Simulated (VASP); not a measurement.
# Nb16H (a cell with a defect) in VASP: notebook, part 2 of 2

VASP 6.6.1. Earlier steps stand in the parts before.

## Step 4: Single point, PBE

File INCAR:

```
PREC = Accurate
ENCUT = 520
EDIFF = 1E-7
ISMEAR = 0
SIGMA = 0.05
LREAL = Auto
LASPH = T
NELM = 80
ALGO = Normal
ISIF = 2
LWAVE = F
LCHARG = F
GGA = PE
NBANDS = 118
```

File KPOINTS:

```
Automatic mesh
0
Gamma
  3 3 3
```

File POSCAR:

```
Nb16H
1.0
    6.6000000000      0.0000000000      0.0000000000
    0.0000000000      6.6000000000      0.0000000000
    0.0000000000      0.0000000000      6.6000000000
Nb H
16 1
Direct
    0.0001796242     -0.0012748253      0.0004574494
    0.5058205187     -0.0065099051      0.0004021182
    0.0001053156      0.5004844629      0.0004496772
   -0.0023632858     -0.0004287535      0.5004338665
    0.2443799275      0.2496242714      0.2564996148
    0.5057679730      0.5056113699      0.0003777959
    0.4983748870     -0.0003981510      0.5004223934
    0.7499274133      0.2495663076      0.2513370045
   -0.0024295793      0.4996928071      0.5004286223
    0.2517443998      0.7495999210      0.2503792817
    0.2444161847      0.2496473879      0.7444368846
    0.4983483649      0.4995995215      0.5004071442
    0.7525289085      0.7495862778      0.2504653220
    0.7500010548      0.2495742816      0.7495031426
    0.2517746016      0.7496153042      0.7504686002
    0.7525998442      0.7495930377      0.7503097658
    0.3751673573      0.2494748743      0.0005279468
```

Potentials or basis: VASP PAW PBE potentials, release 64 (Nb_sv, H).

Started as:

```sh
cat potpaw_PBE.64/Nb_sv/POTCAR potpaw_PBE.64/H/POTCAR > POTCAR
mpirun -np 1 vasp_std > vasp.out
```

OUTCAR:

```text
PREC = Accurate
   ENCUT = 520
   EDIFF = 1E-7
   ISMEAR = 0
   LREAL = Auto
   LASPH = T
   NELM = 80
   ISIF = 2
   GGA = PE

 ion  position               nearest neighbor table
   1  0.000  0.999  0.000-  13 2.85  16 2.85  10 2.86  15 2.86   5 2.86  11 2.86   8 2.87  14 2.87

   2  0.506  0.993  0.000-  17 1.90  13 2.82  16 2.82  15 2.85  10 2.85   8 2.86  14 2.86  11 2.95
                             5 2.95
   3  0.000  0.500  0.000-  13 2.85  16 2.85  10 2.86  15 2.86  11 2.86   5 2.86  14 2.87   8 2.87
[... 23 lines left out ...]
  15  0.252  0.750  0.750-   7 2.85  12 2.85   2 2.85   6 2.85   1 2.86   3 2.86   4 2.87   9 2.87

  16  0.753  0.750  0.750-   2 2.82   6 2.82   9 2.84   4 2.84   3 2.85   1 2.85   7 2.87  12 2.87

  17  0.375  0.249  0.001-   2 1.90   5 1.90   6 1.90  11 1.90

  LATTYP: Found a simple cubic cell.
 ALAT       =     6.6000000000

  Lattice vectors:

 A1 = (   6.6000000000,   0.0000000000,   0.0000000000)
 A2 = (   0.0000000000,   6.6000000000,   0.0000000000)
 A3 = (   0.0000000000,   0.0000000000,   6.6000000000)

Analysis of symmetry for initial positions (statically):
=====================================================================
 Subroutine PRICEL returns:
 Original cell was already a primitive cell.

 Routine SETGRP: Setting up the symmetry group for a
 simple cubic supercell.

 Subroutine GETGRP returns: Found  1 space group operations
 (whereof  1 operations were pure point group operations)
 out of a pool of 48 trial point group operations.

The static configuration has the point symmetry C_1 .

Analysis of symmetry for dynamics (positions and initial velocities):
=====================================================================
 Subroutine PRICEL returns:
 Original cell was already a primitive cell.

[... 148 lines left out ...]
  Fermi-wavevector in a.u.,A,eV,Ry     =   1.472018  2.781710 29.481589  2.166836
  Thomas-Fermi vector in A             =   2.587083
   LORBIT       =      0    0 simple, 1 ext, 2 COOP (PROOUT), +10 PAW based schemes
   GGA     = PE    functional components
   LHFCALC =     F    Hartree Fock is set to
   AEXX    =    0.0000 exact exchange contribution
   IVDW    =     0    specifies the selected vdW correction
   LEPSILON=     F    determine dielectric tensor
   LRPA    =     F    only Hartree local field effects (RPA)
 non-spin polarized calculation
 Gauss-broadening in eV      SIGMA  =   0.05
  energy-cutoff  :      520.00
  volume of cell :      287.50
 maximum number of plane-waves:      7809
 NGX is ok and might be reduce to    50
   NGX = 25   NGY = 25   NGZ = 25

 number of electron     209.0000019 magnetization

 Free energy of the ion-electron system (eV)
  ---------------------------------------------------
  ext. energy  EPLUGINS =         0.00000000
  ---------------------------------------------------
  free energy    TOTEN  =      -167.48057459 eV

  energy without entropy =     -167.46794854  energy(sigma->0) =     -167.47426157

 E-fermi :  11.2476     XC(G=0): -12.5427

 val. band max:       11.2296688062   @ k =   0.3333   0.0000   0.0000
 cond. band min:      11.2783238002   @ k =  -0.3333   0.3333   0.0000
 fundamental gap:      0.0486549940
 Fermi energy:        11.2476027561

 k-point     1 :       0.0000    0.0000    0.0000
  band No.  band energies     occupation
      1     -43.0812      2.00000
      2     -42.8962      2.00000
      3     -42.8825      2.00000
      4     -42.8823      2.00000
      5     -42.8608      2.00000
      6     -42.8453      2.00000
[... 1655 lines left out ...]
    115      13.6670      0.00000
    116      13.7119      0.00000
 [bands above 116 left out]

------------------------ aborting loop because EDIFF is reached ----------------------------------------

  FORCE on cell =-STRESS in cart. coord.  units (eV):
  Direction    XX          YY          ZZ          XY          YZ          ZX
  --------------------------------------------------------------------------------------
  -------------------------------------------------------------------------------------
  Total        3.6403491      4.0755441      4.0699896     -0.0044083      0.0013632     -0.0029833
  in kB       20.2871859     22.7124703     22.6815160     -0.0245670      0.0075969     -0.0166256
  external PRESSURE =      21.8937240 kB  Pullay stress =       0.0000000 kB

 VOLUME and BASIS-vectors are now :
 -----------------------------------------------------------------------------
  energy-cutoff  :      520.00
  volume of cell :      287.50
      direct lattice vectors                 reciprocal lattice vectors
     6.600000000  0.000000000  0.000000000     0.151515152  0.000000000  0.000000000
     0.000000000  6.600000000  0.000000000     0.000000000  0.151515152  0.000000000
     0.000000000  0.000000000  6.600000000     0.000000000  0.000000000  0.151515152

 POSITION                                       TOTAL-FORCE (eV/Angst)
 -----------------------------------------------------------------------------------
      0.00119      6.59159      0.00302        -0.004226      0.002737     -0.001611
      3.33842      6.55703      0.00265        -0.003383     -0.000639      0.000861
      0.00070      3.30320      0.00297        -0.000975     -0.004222     -0.002006
      6.58440      6.59717      3.30286        -0.006005     -0.009501      0.000396
      1.61291      1.64752      1.69290         0.000428     -0.000995      0.001118
      3.33807      3.33704      0.00249        -0.002010      0.001677      0.001381
[... 9 lines left out ...]
      4.96716      4.94731      4.95204         0.001159     -0.000280     -0.007171
      2.47610      1.64653      0.00348        -0.000999      0.002934     -0.002323
 -----------------------------------------------------------------------------------
    total drift:                               -0.006944      0.001325     -0.000946

  FREE ENERGIE OF THE ION-ELECTRON SYSTEM (eV)
  ---------------------------------------------------
  free  energy   TOTEN  =      -167.4805745903 eV

  energy  without entropy=     -167.4679485437  energy(sigma->0) =     -167.47426157
```

OSZICAR:

```text
N       E                     dE             d eps       ncg     rms          rms(c)
DAV:   1     0.314566093240E+04    0.31457E+04   -0.11463E+05  3304   0.188E+03
DAV:   2     0.124570084263E+03   -0.30211E+04   -0.29717E+04  3756   0.828E+02
DAV:   3    -0.144225345519E+03   -0.26880E+03   -0.25990E+03  5232   0.171E+02
DAV:   4    -0.172145594063E+03   -0.27920E+02   -0.26593E+02  5672   0.493E+01
[... 11 lines left out ...]
DAV:  16    -0.167480576740E+03    0.21532E-05   -0.81359E-06  5824   0.154E-02    0.528E-03
DAV:  17    -0.167480575512E+03    0.12280E-05   -0.10921E-06  4320   0.523E-03    0.236E-03
DAV:  18    -0.167480575027E+03    0.48555E-06   -0.18133E-07  2312   0.301E-03    0.139E-03
DAV:  19    -0.167480574662E+03    0.36427E-06   -0.85518E-08  2176   0.198E-03    0.619E-04
DAV:  20    -0.167480574590E+03    0.72163E-07   -0.47835E-08  2168   0.127E-03
   1 F= -.16748057E+03 E0= -.16747426E+03  d E =-.126260E-01
```

stdout:

```text
POSCAR found type information on POSCAR NbH
 POSCAR found :  2 types and      17 ions
 scaLAPACK will be used
 LDA part: xc-table for (Slater+PW92), standard interpolation
 POSCAR, INCAR and KPOINTS ok, starting setup
 FFT: planning ... GRIDC
 FFT: planning ... GRID_SOFT
 FFT: planning ... GRID
 WAVECAR not read
 entering main loop
```

Wall time 20 min (1 thread of Intel Xeon Platinum 8259CL at 2.50GHz (Skylake/Cascade Lake), shared host); peak memory 0.52 GiB.

Results:

```
Free energy            : -167.4806 eV
Pressure               : 2.2 GPa
Largest force          : 0.013 eV/Å
Band gap on the k mesh : zero (an odd number of electrons rules out a gap without spin polarisation)
```

Forces in eV/Å, atoms in the order of the input:
```
Nb  -0.004  0.003 -0.002
Nb  -0.003 -0.001  0.001
Nb  -0.001 -0.004 -0.002
Nb  -0.006 -0.010  0.000
Nb   0.000 -0.001  0.001
Nb  -0.002  0.002  0.001
Nb  -0.001 -0.010  0.000
Nb   0.008  0.001 -0.006
Nb  -0.004  0.008  0.000
Nb   0.001  0.000  0.013
Nb   0.002 -0.002 -0.001
Nb  -0.001  0.010  0.000
Nb   0.004 -0.001  0.009
Nb   0.005  0.002  0.006
Nb   0.001  0.000 -0.013
Nb   0.001  0.000 -0.007
H   -0.001  0.003 -0.002
```

Levels at points of the mesh, in eV from the Fermi level:
| k point | band 100 | band 101 | band 102 | band 103 | band 104 | band 105 | band 106 | band 107 |
| --- | --- | --- | --- | --- | --- | --- | --- | --- |
| (0.00, 0.00, 0.00) | 0.37 | 0.65 | 0.89 | 0.91 | 0.91 | 0.93 | 0.93 | 0.96 |

The gap in the log of VASP goes by the Fermi energy; the results here count the filled bands.